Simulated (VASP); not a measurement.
# SrAuN2 (P4/mmm) in VASP: single point with PBE

Aim: the single point of SrAuN2 with PBE.

All numbers are computed with VASP 6.6.1; they aren't measurements. Logs are shortened: lines on timing, memory, paths and dates and some standing lists are left out, and cuts for length are marked.

## (1) The cell of the first run

The structure is tetragonal, space group P4/mmm (No. 123). The conventional cell has a = 4.500 Å, b = 4.500 Å, c = 6.046 Å, α = 90.00°, β = 90.00°, γ = 90.00°. Within 3.3 Å of Sr (site symmetry 4/mmm) lie 2 N at 2.47 Å. Within 4.2 Å of Au (site symmetry 4/mmm) lie 8 N at 3.23 Å. N (site symmetry 4mm) has 1 N at 1.11 Å within 1.5 Å.

## (2) Single point, PBE

The input, POSCAR:

```
SrAuN2
1.0
    4.4996309613      0.0000000000      0.0000000000
    0.0000000000      4.4996309613      0.0000000000
    0.0000000000      0.0000000000      6.0458773864
Sr Au N
1 1 2
Direct
    0.0000000000      0.0000000000      0.0000000000
    0.5000000000      0.5000000000      0.5000000000
    0.0000000000      0.0000000000      0.5921605131
    0.0000000000      0.0000000000      0.4078394869
```

The input, INCAR.step1:

```
SYSTEM = SrAuN2
ALGO = Normal
EDIFF = 1E-6
ENCUT = 520
GGA = PE
ISIF = 2
ISMEAR = 0
LASPH = .True.
LCHARG = .True.
LMAXMIX = 4
LREAL = .False.
LWAVE = .False.
NBANDS = 24
NELM = 100
PREC = Accurate
SIGMA = 0.1
```

The input, KPOINTS.step1:

```
k-points
0
Gamma
  10 10 8
  0 0 0
```

The input, INCAR.step2:

```
SYSTEM = SrAuN2
ALGO = Normal
EDIFF = 1E-6
ENCUT = 520
GGA = PE
ICHARG = 11
ISIF = 2
ISMEAR = -5
LASPH = .True.
LCHARG = .False.
LMAXMIX = 4
LORBIT = 11
LREAL = .False.
LWAVE = .False.
NEDOS = 2001
NELM = 100
PREC = Accurate
SIGMA = 0.1
```

The input, KPOINTS.step2:

```
k-points
0
Gamma
  15 15 12
  0 0 0
```

Potentials or basis: VASP PAW PBE potentials, release 64 (Sr_sv, Au, N).

Command:

```
> cat potpaw_PBE.64/Sr_sv/POTCAR potpaw_PBE.64/Au/POTCAR potpaw_PBE.64/N/POTCAR > POTCAR
> cp INCAR.step1 INCAR
> cp KPOINTS.step1 KPOINTS
> mpirun -np 1 vasp_std > vasp.out
> cp INCAR.step2 INCAR
> cp KPOINTS.step2 KPOINTS
> mpirun -np 1 vasp_std > vasp.out
```

OUTCAR:

```text
SYSTEM = SrAuN2
   EDIFF = 1E-6
   ENCUT = 520
   GGA = PE
   ICHARG = 11
   ISIF = 2
   ISMEAR = -5
   LASPH = .True.
   LORBIT = 11
   LREAL = .False.
   NELM = 100
   PREC = Accurate

 ion  position               nearest neighbor table
   1  0.000  0.000  0.000-   3 2.47   4 2.47
   2  0.500  0.500  0.500-
   3  0.000  0.000  0.592-   4 1.11   1 2.47
   4  0.000  0.000  0.408-   3 1.11   1 2.47

  LATTYP: Found a simple tetragonal cell.
 ALAT       =     4.4996309613
 C/A-ratio  =     1.3436384980

  Lattice vectors:

 A1 = (   4.4996309613,   0.0000000000,   0.0000000000)
 A2 = (   0.0000000000,   4.4996309613,   0.0000000000)
 A3 = (   0.0000000000,   0.0000000000,   6.0458773864)

Analysis of symmetry for initial positions (statically):
=====================================================================
 Subroutine PRICEL returns:
 Original cell was already a primitive cell.

 Routine SETGRP: Setting up the symmetry group for a
 simple tetragonal supercell.

 Subroutine GETGRP returns: Found 16 space group operations
 (whereof 16 operations were pure point group operations)
 out of a pool of 16 trial point group operations.

The static configuration has the point symmetry D_4h.

Analysis of symmetry for dynamics (positions and initial velocities):
=====================================================================
 Subroutine PRICEL returns:
 Original cell was already a primitive cell.

 Routine SETGRP: Setting up the symmetry group for a
 simple tetragonal supercell.

 Subroutine GETGRP returns: Found 16 space group operations
 (whereof 16 operations were pure point group operations)
 out of a pool of 16 trial point group operations.

The dynamic configuration has the point symmetry D_4h.

 Subroutine INISYM returns: Found 16 space group operations
 (whereof 16 operations are pure point group operations),
 and found     1 'primitive' translations

----------------------------------------------------------------------------------------

                                     Primitive cell

  volume of cell :     122.4089

  direct lattice vectors                    reciprocal lattice vectors
     4.499630961  0.000000000  0.000000000     0.222240448  0.000000000  0.000000000
     0.000000000  4.499630961  0.000000000     0.000000000  0.222240448  0.000000000
     0.000000000  0.000000000  6.045877386     0.000000000  0.000000000  0.165401965

  length of vectors
     4.499630961  4.499630961  6.045877386     0.222240448  0.222240448  0.165401965

  position of ions in fractional coordinates (direct lattice)
     0.000000000  0.000000000  0.000000000
     0.500000000  0.500000000  0.500000000
     0.000000000  0.000000000  0.592160513
     0.000000000  0.000000000  0.407839487

  ion indices of the primitive-cell ions
   primitive index   ion index
                 1           1
                 2           2
                 3           3
                 4           4

----------------------------------------------------------------------------------------

 KPOINTS: k-points

Automatic generation of k-mesh.
 Grid dimensions read from file:
 generate k-points for:   15   15   12

 Generating k-lattice:

  Cartesian coordinates                     Fractional coordinates (reciprocal lattice)
     0.014816030  0.000000000  0.000000000     0.066666667  0.000000000  0.000000000
     0.000000000  0.014816030  0.000000000     0.000000000  0.066666667  0.000000000
     0.000000000  0.000000000  0.013783497     0.000000000  0.000000000  0.083333333

  Length of vectors
     0.014816030  0.014816030  0.013783497

  Shift w.r.t. Gamma in fractional coordinates (k-lattice)
     0.000000000  0.000000000  0.000000000

 TETIRR: Found   4038 inequivalent tetrahedra from    16200

 Subroutine IBZKPT returns following result:
 ===========================================

 Found    252 irreducible k-points:

 Following reciprocal coordinates:
            Coordinates               Weight
  0.000000  0.000000  0.000000      1.000000
  0.066667  0.000000  0.000000      4.000000
  0.133333  0.000000  0.000000      4.000000
  0.200000  0.000000  0.000000      4.000000
  0.266667  0.000000  0.000000      4.000000
  0.333333  0.000000  0.000000      4.000000
[... 16 lines left out ...]
  0.266667  0.200000  0.000000      8.000000
  0.333333  0.200000  0.000000      8.000000
 [... further k-points ...]
   k-points           NKPTS =    252   k-points in BZ     NKDIM =    252   number of bands    NBANDS=     19
   number of dos      NEDOS =   2001   number of ions     NIONS =      4
   total plane-waves  NPLWV =  62208
   dimension x,y,z NGX =    36 NGY =   36 NGZ =   48
   dimension x,y,z NGXF=    72 NGYF=   72 NGZF=   96
   ions per type =               1   1   2
   NGX,Y,Z   is equivalent  to a cutoff of  13.30, 13.30, 13.20 a.u.
   NGXF,Y,Z  is equivalent  to a cutoff of  26.60, 26.60, 26.40 a.u.
 SYSTEM =  SrAuN2
   PREC   = accura    normal or accurate (medium, high low for compatibility)
   ISTART =      0    job   : 0-new  1-cont  2-samecut
   ICHARG =     11    charge: 1-file 2-atom 10-const
   ISPIN  =      1    spin polarized calculation?
   LNONCOLLINEAR =      F non collinear calculations
   LSORBIT =      F    spin-orbit coupling
   LASPH  =      T    aspherical Exc in radial PAW
   ENCUT  =  520.0 eV  38.22 Ry    6.18 a.u.   8.37  8.37 11.24*2*pi/ulx,y,z
   NELM   =    100;   NELMIN=  2; NELMDL=  0     # of ELM steps
   EDIFF  = 0.1E-05   stopping-criterion for ELM
   LREAL  =      F    real-space projection
   EDIFFG = 0.1E-04   stopping-criterion for IOM
   NSW    =      0    number of steps for IOM
   IBRION =     -1    ionic relax: 0-MD 1-quasi-New 2-CG
   NFREE  =      0    steps in history (QN), initial steepest desc. (CG)
   ISIF   =      2    stress and relaxation
   ISYM   =      2    0-nonsym 1-usesym 2-fastsym
   POTIM  = 0.5000    time-step for ionic-motion
   TEBEG  =    0.0;   TEEND  =   0.0 temperature during run
   PSTRESS=    0.0 pullay stress
   NELECT =      31.0000    total number of electrons
   NUPDOWN=      -1.0000    fix difference up-down
   EMIN   =  10.00;   EMAX   =-10.00  energy-range for DOS
   EFERMI =   0.00;   METHOD = LEGACY
   ISMEAR =    -5;   SIGMA  =   0.10  broadening in eV -4-tet -1-fermi 0-gaus
   EFERMI_NEDOS =   21; number of points for ismear=-14 and -15
   IALGO  =     38    algorithm
   IMIX   =      4    mixing-type and parameters
     AMIX     =   0.40;   BMIX     =  1.00
     AMIX_MAG =   1.60;   BMIX_MAG =  1.00
  volume/ion in A,a.u.               =      30.60       206.51
  Fermi-wavevector in a.u.,A,eV,Ry     =   1.035757  1.957296 14.596216  1.072792
  Thomas-Fermi vector in A             =   2.170115
   LORBIT       =     11    0 simple, 1 ext, 2 COOP (PROOUT), +10 PAW based schemes
   GGA     = PE    functional components
   LHFCALC =     F    Hartree Fock is set to
   AEXX    =    0.0000 exact exchange contribution
   IVDW    =     0    specifies the selected vdW correction
   LEPSILON=     F    determine dielectric tensor
   LRPA    =     F    only Hartree local field effects (RPA)
 non-spin polarized calculation
 Fermi weights with tetrahedron method with Bloechl corrections
  energy-cutoff  :      520.00
  volume of cell :      122.41
 maximum number of plane-waves:      3339
 NGX is ok and might be reduce to    36

 number of electron      31.0000008 magnetization

 Free energy of the ion-electron system (eV)
  ---------------------------------------------------
  ext. energy  EPLUGINS =         0.00000000
  ---------------------------------------------------
  free energy    TOTEN  =       -20.28988240 eV

  energy without entropy =      -20.28988240  energy(sigma->0) =      -20.28988240

 E-fermi :   1.4382     XC(G=0):  -7.6998

 val. band max:        1.4278307607   @ k =   0.3333   0.2667   0.4167
 cond. band min:       1.4364090301   @ k =   0.4000   0.2000   0.0000
 fundamental gap:      0.0085782694
 Fermi energy:         1.4381697247

 k-point     1 :       0.0000    0.0000    0.0000
  band No.  band energies     occupation
      1     -35.3907      2.00000
      2     -22.7753      2.00000
      3     -17.4646      2.00000
      4     -17.3898      2.00000
      5     -17.3898      2.00000
      6      -8.6932      2.00000
[... 11 lines left out ...]
     18       2.3649      0.00000
     19       3.0351      0.00000

 k-point     2 :       0.0667    0.0000    0.0000
  band No.  band energies     occupation
      1     -35.3906      2.00000
      2     -22.7751      2.00000
      3     -17.4644      2.00000
      4     -17.3921      2.00000
      5     -17.3896      2.00000
      6      -8.6925      2.00000
[... 11 lines left out ...]
     18       2.3899      0.00000
     19       3.0463      0.00000

 k-point     3 :       0.1333    0.0000    0.0000
  band No.  band energies     occupation
      1     -35.3903      2.00000
      2     -22.7744      2.00000
      3     -17.4637      2.00000
      4     -17.3988      2.00000
      5     -17.3891      2.00000
      6      -8.6908      2.00000
[... 11 lines left out ...]
     18       2.4452      0.00000
     19       3.0928      0.00000

 k-point     4 :       0.2000    0.0000    0.0000
  band No.  band energies     occupation
      1     -35.3899      2.00000
      2     -22.7736      2.00000
      3     -17.4627      2.00000
      4     -17.4085      2.00000
      5     -17.3883      2.00000
      6      -8.6884      2.00000
[... 11 lines left out ...]
     18       2.4685      0.00000
     19       3.2181      0.00000

 k-point     5 :       0.2667    0.0000    0.0000
  band No.  band energies     occupation
      1     -35.3895      2.00000
      2     -22.7727      2.00000
      3     -17.4615      2.00000
      4     -17.4197      2.00000
      5     -17.3874      2.00000
      6      -8.6855      2.00000
[... 11 lines left out ...]
     18       2.3946      0.00000
     19       3.4617      0.00000
[... 334 lines left out ...]
      2     -22.7701      2.00000
      3     -17.4582      2.00000
      4     -17.4423      2.00000
      5     -17.3943      2.00000
      6      -8.6760      2.00000
[... 11 lines left out ...]
     18       2.0610      0.00000
     19       4.1218      0.00000

 k-point    22 :       0.2000    0.2000    0.0000
  band No.  band energies     occupation
      1     -35.3892      2.00000
      2     -22.7722      2.00000
      3     -17.4608      2.00000
      4     -17.4072      2.00000
      5     -17.4066      2.00000
      6      -8.6828      2.00000
[... 11 lines left out ...]
     18       2.7658      0.00000
     19       3.2202      0.00000

 k-point    23 :       0.2667    0.2000    0.0000
  band No.  band energies     occupation
      1     -35.3888      2.00000
      2     -22.7714      2.00000
      3     -17.4596      2.00000
      4     -17.4180      2.00000
      5     -17.4059      2.00000
      6      -8.6794      2.00000
[... 11 lines left out ...]
     18       2.7715      0.00000
     19       3.3835      0.00000

 k-point    24 :       0.3333    0.2000    0.0000
  band No.  band energies     occupation
      1     -35.3884      2.00000
      2     -22.7706      2.00000
      3     -17.4585      2.00000
      4     -17.4285      2.00000
      5     -17.4050      2.00000
      6      -8.6762      2.00000
[... 11 lines left out ...]
     18       2.6181      0.00000
     19       3.7139      0.00000

 [... further k-points ...]

------------------------ aborting loop because EDIFF is reached ----------------------------------------

  FORCE on cell =-STRESS in cart. coord.  units (eV):
  Direction    XX          YY          ZZ          XY          YZ          ZX
  --------------------------------------------------------------------------------------
  -------------------------------------------------------------------------------------
  Total       -0.0565864     -0.0565864      1.5807788      0.0000000     -0.0000000     -0.0000000
  in kB       -0.7406441     -0.7406441     20.6903839      0.0000000     -0.0000000     -0.0000000
  external PRESSURE =       6.4030319 kB  Pullay stress =       0.0000000 kB

 VOLUME and BASIS-vectors are now :
 -----------------------------------------------------------------------------
  energy-cutoff  :      520.00
  volume of cell :      122.41
      direct lattice vectors                 reciprocal lattice vectors
     4.499630961  0.000000000  0.000000000     0.222240448  0.000000000  0.000000000
     0.000000000  4.499630961  0.000000000     0.000000000  0.222240448  0.000000000
     0.000000000  0.000000000  6.045877386     0.000000000  0.000000000  0.165401965

 POSITION                                       TOTAL-FORCE (eV/Angst)
 -----------------------------------------------------------------------------------
      0.00000      0.00000      0.00000         0.000000      0.000000      0.000000
      2.24982      2.24982      3.02294         0.000000      0.000000      0.000000
      0.00000      0.00000      3.58013         0.000000      0.000000      1.404088
      0.00000      0.00000      2.46575        -0.000000      0.000000     -1.404088
 -----------------------------------------------------------------------------------
    total drift:                                0.000000      0.000000      0.000000

  FREE ENERGIE OF THE ION-ELECTRON SYSTEM (eV)
  ---------------------------------------------------
  free  energy   TOTEN  =       -20.2898823959 eV

  energy  without entropy=      -20.2898823959  energy(sigma->0) =      -20.28988240

 total charge

# of ion       s       p       d       tot
------------------------------------------
    1        2.007   5.765   0.153   7.924
    2        0.738   0.035   8.795   9.568
    3        1.354   2.536   0.000   3.890
    4        1.354   2.536   0.000   3.890
--------------------------------------------------
tot          5.453  10.871   8.947  25.271
```

It took 4.8 min on 1 thread of AMD EPYC 9R45 (Zen 5), shared host; peak memory 0.71 GiB.

Results:

```
Valence electrons inside the program's atomic spheres : Sr 7.92; Au 9.57; N 3.89
```

Levels at points of the mesh, in eV from the Fermi level:
| k point | band 13 | band 14 | band 15 | band 16 | band 17 | band 18 | band 19 |
| --- | --- | --- | --- | --- | --- | --- | --- |
| (0.00, 0.00, 0.00) | -2.22 | -2.11 | -2.06 | 0.76 | 0.76 | 0.93 | 1.60 |
| (0.00, 0.00, 0.50) | -2.21 | -2.06 | -1.65 | -1.22 | 1.38 | 1.38 | 1.57 |

Caveat: the standard files for N, O and F lose accuracy on very short bonds; spin-orbit coupling is left out, which moves the levels of the heavy elements; an odd number of electrons without spin polarisation forces a metal; a magnetic or distorted state may lie lower.
